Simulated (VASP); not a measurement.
# Mo (Im-3m) in VASP: density of states with PBE

Aim: the density of states of Mo with PBE.

Program: VASP 6.6.1. These are calculated values, not measurements. Logs are shortened: lines on timing, memory, paths and dates and some standing lists are left out, and cuts for length are marked.

**1. The cell of the first run**

The structure is cubic, space group Im-3m (No. 229). Conventional cell: a = 3.025 Å, b = 3.025 Å, c = 3.025 Å, α = 90.00°, β = 90.00°, γ = 90.00°. Mo (site symmetry m-3m) has 14 Mo at 2.62 to 3.02 Å within 3.5 Å.

**2. Density of states, PBE**

File POSCAR:

```
Mo
1.0
   -1.5124279220      1.5124279220      1.5124279220
    1.5124279220     -1.5124279220      1.5124279220
    1.5124279220      1.5124279220     -1.5124279220
Mo
1
Direct
    0.0000000000      0.0000000000      0.0000000000
```

File INCAR.step1:

```
SYSTEM = Mo
PREC = Accurate
ENCUT = 400
EDIFF = 1E-6
ISMEAR = 0
SIGMA = 0.1
LREAL = .FALSE.
LASPH = .TRUE.
NELM = 120
ALGO = Normal
ISIF = 2
LWAVE = .FALSE.
LCHARG = .TRUE.
LMAXMIX = 4
GGA = PE
NBANDS = 13
GGA_COMPAT = .FALSE.
NEDOS = 2001
LORBIT = 11
```

File KPOINTS.step1:

```
regular mesh
0
G
  20 20 20
  0 0 0
```

File INCAR.step2:

```
SYSTEM = Mo
PREC = Accurate
ENCUT = 400
EDIFF = 1E-6
ISMEAR = -5
SIGMA = 0.1
LREAL = .FALSE.
LASPH = .TRUE.
NELM = 120
ALGO = Normal
ISIF = 2
LWAVE = .FALSE.
LCHARG = .FALSE.
LMAXMIX = 4
GGA = PE
LORBIT = 11
NEDOS = 2001
ICHARG = 11
GGA_COMPAT = .FALSE.
```

File KPOINTS.step2:

```
regular mesh
0
G
  30 30 30
  0 0 0
```

Potentials or basis: VASP PAW PBE potentials, release 64 (Mo_sv).

The run is started by

```bash
$ cat potpaw_PBE.64/Mo_sv/POTCAR > POTCAR
$ cp INCAR.step1 INCAR
$ cp KPOINTS.step1 KPOINTS
$ mpirun -np 1 vasp_std > vasp.out
$ cp INCAR.step2 INCAR
$ cp KPOINTS.step2 KPOINTS
$ mpirun -np 1 vasp_std > vasp.out
```

OUTCAR:

```text
SYSTEM = Mo
   PREC = Accurate
   ENCUT = 400
   EDIFF = 1E-6
   ISMEAR = -5
   LREAL = .FALSE.
   LASPH = .TRUE.
   NELM = 120
   ISIF = 2
   GGA = PE
   LORBIT = 11
   ICHARG = 11

 ion  position               nearest neighbor table
   1  0.000  0.000  0.000-

  LATTYP: Found a body centered cubic cell.
 ALAT       =     3.0248558440

  Lattice vectors:

 A1 = (  -1.5124279220,   1.5124279220,   1.5124279220)
 A2 = (   1.5124279220,  -1.5124279220,   1.5124279220)
 A3 = (   1.5124279220,   1.5124279220,  -1.5124279220)

Analysis of symmetry for initial positions (statically):
=====================================================================
 Subroutine PRICEL returns:
 Original cell was already a primitive cell.

 Routine SETGRP: Setting up the symmetry group for a
 body centered cubic supercell.

 Subroutine GETGRP returns: Found 48 space group operations
 (whereof 48 operations were pure point group operations)
 out of a pool of 48 trial point group operations.

The static configuration has the point symmetry O_h .

Analysis of symmetry for dynamics (positions and initial velocities):
=====================================================================
 Subroutine PRICEL returns:
 Original cell was already a primitive cell.

 Routine SETGRP: Setting up the symmetry group for a
 body centered cubic supercell.

 Subroutine GETGRP returns: Found 48 space group operations
 (whereof 48 operations were pure point group operations)
 out of a pool of 48 trial point group operations.

The dynamic configuration has the point symmetry O_h .

 Subroutine INISYM returns: Found 48 space group operations
 (whereof 48 operations are pure point group operations),
 and found     1 'primitive' translations

----------------------------------------------------------------------------------------

                                     Primitive cell

  volume of cell :      13.8383

  direct lattice vectors                    reciprocal lattice vectors
    -1.512427922  1.512427922  1.512427922     0.000000000  0.330594267  0.330594267
     1.512427922 -1.512427922  1.512427922     0.330594267  0.000000000  0.330594267
     1.512427922  1.512427922 -1.512427922     0.330594267  0.330594267  0.000000000

  length of vectors
     2.619602004  2.619602004  2.619602004     0.467530896  0.467530896  0.467530896

  position of ions in fractional coordinates (direct lattice)
     0.000000000  0.000000000  0.000000000

  ion indices of the primitive-cell ions
   primitive index   ion index
                 1           1

----------------------------------------------------------------------------------------

 KPOINTS: regular mesh

Automatic generation of k-mesh.
 Grid dimensions read from file:
 generate k-points for:   30   30   30

 Generating k-lattice:

  Cartesian coordinates                     Fractional coordinates (reciprocal lattice)
     0.000000000  0.011019809  0.011019809     0.033333333  0.000000000  0.000000000
     0.011019809  0.000000000  0.011019809     0.000000000  0.033333333  0.000000000
     0.011019809  0.011019809  0.000000000     0.000000000  0.000000000  0.033333333

  Length of vectors
     0.015584363  0.015584363  0.015584363

  Shift w.r.t. Gamma in fractional coordinates (k-lattice)
     0.000000000  0.000000000  0.000000000

 TETIRR: Found  32549 inequivalent tetrahedra from   162000

 Subroutine IBZKPT returns following result:
 ===========================================

 Found    752 irreducible k-points:

 Following reciprocal coordinates:
            Coordinates               Weight
  0.000000  0.000000  0.000000      1.000000
  0.033333  0.000000  0.000000     12.000000
  0.066667  0.000000  0.000000     12.000000
  0.100000  0.000000  0.000000     12.000000
  0.133333  0.000000  0.000000     12.000000
  0.166667  0.000000  0.000000     12.000000
[... 16 lines left out ...]
  0.233333  0.033333  0.000000     48.000000
  0.266667  0.033333  0.000000     48.000000
 [... further k-points ...]
   k-points           NKPTS =    752   k-points in BZ     NKDIM =    752   number of bands    NBANDS=     11
   number of dos      NEDOS =   2001   number of ions     NIONS =      1
   total plane-waves  NPLWV =   5832
   dimension x,y,z NGX =    18 NGY =   18 NGZ =   18
   dimension x,y,z NGXF=    36 NGYF=   36 NGZF=   36
   ions per type =               1
   NGX,Y,Z   is equivalent  to a cutoff of  11.42, 11.42, 11.42 a.u.
   NGXF,Y,Z  is equivalent  to a cutoff of  22.85, 22.85, 22.85 a.u.
 SYSTEM =  Mo
   PREC   = accura    normal or accurate (medium, high low for compatibility)
   ISTART =      0    job   : 0-new  1-cont  2-samecut
   ICHARG =     11    charge: 1-file 2-atom 10-const
   ISPIN  =      1    spin polarized calculation?
   LNONCOLLINEAR =      F non collinear calculations
   LSORBIT =      F    spin-orbit coupling
   LASPH  =      T    aspherical Exc in radial PAW
   ENCUT  =  400.0 eV  29.40 Ry    5.42 a.u.   4.27  4.27  4.27*2*pi/ulx,y,z
   NELM   =    120;   NELMIN=  2; NELMDL=  0     # of ELM steps
   EDIFF  = 0.1E-05   stopping-criterion for ELM
   LREAL  =      F    real-space projection
   EDIFFG = 0.1E-04   stopping-criterion for IOM
   NSW    =      0    number of steps for IOM
   IBRION =     -1    ionic relax: 0-MD 1-quasi-New 2-CG
   NFREE  =      0    steps in history (QN), initial steepest desc. (CG)
   ISIF   =      2    stress and relaxation
   ISYM   =      2    0-nonsym 1-usesym 2-fastsym
   POTIM  = 0.5000    time-step for ionic-motion
   TEBEG  =    0.0;   TEEND  =   0.0 temperature during run
   PSTRESS=    0.0 pullay stress
   NELECT =      14.0000    total number of electrons
   NUPDOWN=      -1.0000    fix difference up-down
   EMIN   =  10.00;   EMAX   =-10.00  energy-range for DOS
   EFERMI =   0.00;   METHOD = LEGACY
   ISMEAR =    -5;   SIGMA  =   0.10  broadening in eV -4-tet -1-fermi 0-gaus
   EFERMI_NEDOS =   21; number of points for ismear=-14 and -15
   IALGO  =     38    algorithm
   IMIX   =      4    mixing-type and parameters
     AMIX     =   0.40;   BMIX     =  1.00
     AMIX_MAG =   1.60;   BMIX_MAG =  1.00
  volume/ion in A,a.u.               =      13.84        93.39
  Fermi-wavevector in a.u.,A,eV,Ry     =   1.643449  3.105668 36.748298  2.700924
  Thomas-Fermi vector in A             =   2.733581
   LORBIT       =     11    0 simple, 1 ext, 2 COOP (PROOUT), +10 PAW based schemes
   GGA     = PE    functional components
   LHFCALC =     F    Hartree Fock is set to
   AEXX    =    0.0000 exact exchange contribution
   IVDW    =     0    specifies the selected vdW correction
   LEPSILON=     F    determine dielectric tensor
   LRPA    =     F    only Hartree local field effects (RPA)
 non-spin polarized calculation
 Fermi weights with tetrahedron method with Bloechl corrections
  energy-cutoff  :      400.00
  volume of cell :       13.84
 maximum number of plane-waves:       260
 NGX is ok and might be reduce to    18

 number of electron      14.0000006 magnetization

 Free energy of the ion-electron system (eV)
  ---------------------------------------------------
  ext. energy  EPLUGINS =         0.00000000
  ---------------------------------------------------
  free energy    TOTEN  =       -10.67883753 eV

  energy without entropy =      -10.67883753  energy(sigma->0) =      -10.67883753

 E-fermi :  14.7111     XC(G=0): -14.0909

 val. band max:       14.7656719599   @ k =  -0.3000   0.3000   0.3000
 cond. band min:      14.6966888224   @ k =   0.1667   0.0333  -0.0000
 fundamental gap:     -0.0689831375
 Fermi energy:        14.7111402489

 k-point     1 :       0.0000    0.0000    0.0000
  band No.  band energies     occupation
      1     -46.6728      2.00000
      2     -19.5963      2.00000
      3     -19.5963      2.00000
      4     -19.5963      2.00000
      5       7.0724      2.00000
      6      13.0353      2.00000
      7      13.0353      2.00000
      8      13.0353      2.00000
      9      16.5391      0.00000
     10      16.5391      0.00000
     11      29.6392      0.00000

 k-point     2 :       0.0333    0.0000    0.0000
  band No.  band energies     occupation
      1     -46.6683      2.00000
      2     -19.6202      2.00000
      3     -19.6035      2.00000
      4     -19.5965      2.00000
      5       7.1299      2.00000
      6      13.0009      2.00000
      7      13.0304      2.00000
      8      13.0901      2.00000
      9      16.4828      0.00000
     10      16.5392      0.00000
     11      29.7030      0.00000

 k-point     3 :       0.0667    0.0000    0.0000
  band No.  band energies     occupation
      1     -46.6549      2.00000
      2     -19.6919      2.00000
      3     -19.6249      2.00000
      4     -19.5972      2.00000
      5       7.2988      2.00000
      6      12.9008      2.00000
      7      13.0121      2.00000
      8      13.2532      2.00000
      9      16.3324      0.00000
     10      16.5402      0.00000
     11      29.8241      0.00000

 k-point     4 :       0.1000    0.0000    0.0000
  band No.  band energies     occupation
      1     -46.6331      2.00000
      2     -19.8069      2.00000
      3     -19.6595      2.00000
      4     -19.5980      2.00000
      5       7.5678      2.00000
      6      12.7436      2.00000
      7      12.9732      2.00000
      8      13.5221      2.00000
      9      16.1367      0.00000
     10      16.5452      0.00000
     11      30.0263      0.00000
[... 239 lines left out ...]
 k-point    22 :       0.2000    0.0333   -0.0000
  band No.  band energies     occupation
      1     -46.5039      2.00000
      2     -20.4559      2.00000
      3     -19.8551      2.00000
      4     -19.6147      2.00000
      5       8.8972      2.00000
      6      11.9362      2.00000
      7      12.7376      2.00000
      8      15.2936     -0.04321
      9      15.7799      0.00000
     10      16.7059      0.00000
     11      30.3895      0.00000

 k-point    23 :       0.2333    0.0333    0.0000
  band No.  band energies     occupation
      1     -46.4596      2.00000
      2     -20.6658      2.00000
      3     -19.9229      2.00000
      4     -19.6176      2.00000
      5       9.1362      2.00000
      6      11.6868      2.00000
      7      12.8829      2.00000
      8      15.8381      0.00000
      9      16.0019      0.00000
     10      16.7830      0.00000
     11      30.0560      0.00000

 k-point    24 :       0.2667    0.0333    0.0000
  band No.  band energies     occupation
      1     -46.4150      2.00000
      2     -20.8722      2.00000
      3     -19.9902      2.00000
      4     -19.6203      2.00000
      5       9.2174      2.00000
      6      11.4502      2.00000
      7      13.2287      2.00000
      8      16.0153      0.00000
      9      16.7076      0.00000
     10      16.8768      0.00000
     11      29.5472      0.00000

 [... further k-points ...]
[... 5 lines left out ...]
  --------------------------------------------------------------------------------------
  -------------------------------------------------------------------------------------
  Total        3.8442040      3.8442040      3.8442040      0.0000000      0.0000000      0.0000000
  in kB      445.0747507    445.0747507    445.0747507      0.0000000      0.0000000      0.0000000
  external PRESSURE =     445.0747507 kB  Pullay stress =       0.0000000 kB

 VOLUME and BASIS-vectors are now :
 -----------------------------------------------------------------------------
  energy-cutoff  :      400.00
  volume of cell :       13.84
      direct lattice vectors                 reciprocal lattice vectors
    -1.512427922  1.512427922  1.512427922     0.000000000  0.330594267  0.330594267
     1.512427922 -1.512427922  1.512427922     0.330594267  0.000000000  0.330594267
     1.512427922  1.512427922 -1.512427922     0.330594267  0.330594267  0.000000000

 POSITION                                       TOTAL-FORCE (eV/Angst)
 -----------------------------------------------------------------------------------
      0.00000      0.00000      0.00000        -0.000000     -0.000000     -0.000000
 -----------------------------------------------------------------------------------
    total drift:                                0.000000     -0.000000     -0.000000

  FREE ENERGIE OF THE ION-ELECTRON SYSTEM (eV)
  ---------------------------------------------------
  free  energy   TOTEN  =       -10.6788375264 eV

  energy  without entropy=      -10.6788375264  energy(sigma->0) =      -10.67883753

 total charge

# of ion       s       p       d       tot
------------------------------------------
    1        2.428   6.254   4.132  12.815
```

Wall time 2.3 min (1 thread of Intel Xeon 8259CL, shared host); peak memory 0.24 GiB.

Results:

```yaml
Valence_electrons_inside_the_program's_atomic_spheres: Mo 12.81
```

Caveat: tetrahedron occupations give inexact forces and stress in metals.
